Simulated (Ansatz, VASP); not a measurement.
**Two plane-wave programs on TePb**

```
Te Pb
1.0
     0.00000    3.27090    3.27090
     3.27090    0.00000    3.27090
     3.27090    3.27090    0.00000
Te Pb
1 1
Direct
  0.00000 0.00000 0.00000
  0.50000 0.50000 0.50000
```

Alike in both runs: task single point; functional PBE; k mesh 1 × 1 × 1; occupations gaussian, width 0.1 eV; no spin polarisation.

|  | VASP | Ansatz |
| --- | --- | --- |
| version | VASP 6.6.1 | Ansatz 0.2.0 |
| potentials or method | VASP PAW PBE potentials, release 64 (Te, Pb_d), cutoff 500 eV | scalar-relativistic, plane waves, PAW |
| valence electrons in the cell | 20 | 30 |

```csv
,VASP,Ansatz,Ansatz less VASP
pressure (GPa),22.0,21.9,-0.14
```

VASP's potentials hold 20 valence electrons a cell and Ansatz's 30, so a difference there can come from the potentials and not from the codes.

The k mesh is coarse, so the values compare programs but aren't converged. Neither program's run includes spin-orbit coupling.
